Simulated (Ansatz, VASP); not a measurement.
# One calculation of PtSe2, two programs

POSCAR

```
PtSe2
1.0
    1.8394678362      1.0548190138      5.7607123393
   -1.8519355477      1.0764137236      5.7607123393
    0.0124677115     -2.1312327373      5.7607123393
Pt Se
1 2
Direct
    0.0000000000      0.0000000000      0.0000000000
    0.2545364927      0.2589917783      0.2567909839
    0.7454635073      0.7410082217      0.7432090161
```

File INCAR.step1:

```
PREC     = Accurate       # precision mode
ENCUT    = 520            # plane-wave cutoff, eV
ISMEAR   = 0              # smearing method
SIGMA    = 0.01           # smearing width, eV
LREAL    = False          # projectors in reciprocal space
LASPH    = True           # aspherical terms in the spheres
NELM     = 100            # most SCF steps
NBANDS   = 18             # bands
GGA      = PE             # functional
ALGO     = Normal         # electronic algorithm
EDIFF    = 1E-4           # SCF threshold, eV
LWAVE    = True           # write WAVECAR
LCHARG   = False          # write CHGCAR
```

Contents of INCAR.step2:

```
PREC     = Accurate       # precision mode
ENCUT    = 520            # plane-wave cutoff, eV
EDIFF    = 1E-6           # SCF threshold, eV
ISMEAR   = 0              # smearing method
SIGMA    = 0.01           # smearing width, eV
LREAL    = False          # projectors in reciprocal space
LASPH    = True           # aspherical terms in the spheres
NELM     = 100            # most SCF steps
ALGO     = Normal         # electronic algorithm
ISIF     = 2              # what is computed and relaxed
LWAVE    = False          # write WAVECAR
LCHARG   = False          # write CHGCAR
METAGGA  = R2SCAN         # meta-GGA
LMIXTAU  = True         
NBANDS   = 18             # bands
ISTART   = 1
```

The input KPOINTS:

```
regular mesh
0
Gamma
  8 8 8
```

Input for Ansatz:

```yaml
crystal:
  lattice:
    - [1.8394678362, 1.0548190138, 5.7607123393]
    - [-1.8519355477, 1.0764137236, 5.7607123393]
    - [0.0124677115, -2.1312327373, 5.7607123393]
  atoms:
    - { symbol: Pt, position: [0.0, 0.0, 0.0] }
    - { symbol: Se, position: [0.2545364927, 0.2589917783, 0.2567909839] }
    - { symbol: Se, position: [0.7454635073, 0.7410082217, 0.7432090161] }
kpoints:
  mp_grid: { grid: [8, 8, 8] }
  band_path:
    path:
      - [0.0, 0.0, 0.0]
      - [0.5, 0.5, 0.5]
      - [0.8105216083, 0.1894783917, 0.5]
      - [0.5, -0.1894783917, 0.1894783917]
      - [0.5, 0.0, 0.0]
      - [0.3447391959, -0.3447391959, 0.0]
      - [0.6552608041, 0.0, 0.3447391959]
      - [0.5, 0.0, 0.5]
      - [0.0344739196, -0.0344739196, 0.0]
      - [0.0, 0.25, -0.25]
      - [0.25, 0.25, -0.5]
    npoints: 1
hamiltonian:
  xc: r2scan
scf:
  occupations: { method: fixed }
  n_extra_bands: 4
output:
  forces: true
  stress: true
  eigenvalues: true
```

Change from the starting cell: shear_xy strain -1.2%.

Alike in both runs: task single point; functional r2SCAN; k mesh 8 × 8 × 8; no spin polarisation.

```csv
,VASP,Ansatz
version,VASP 6.6.1,Ansatz 0.2.0
potentials or method,"VASP PAW PBE potentials, release 64 (Pt, Se)","plane waves, PAW"
plane-wave cutoff (eV),520,500
occupations,"gaussian, width 0.01 eV",fixed
valence electrons in the cell,22,50
```

|  | VASP | Ansatz | Ansatz less VASP |
| --- | --- | --- | --- |
| gap on the k mesh at the Fermi level (eV) | 0.50 | 0.51 | +0.007 |
| pressure (GPa) | 1.3 | 1.2 | -0.08 |
| traceless stress, the component that is largest in VASP (GPa) | 0.57 | 0.57 | +0.001 |
| rms of the force components (eV/Å) | 0.007 | 0.013 | +0.0056 |

VASP's potentials were made for PBE, not for r2SCAN. Atom by atom the forces differ by 0.006 eV/Å (rms over components). VASP's potentials hold 22 valence electrons a cell and Ansatz's 50, so a difference there can come from the potentials and not from the codes.

Neither program's run includes spin-orbit coupling.
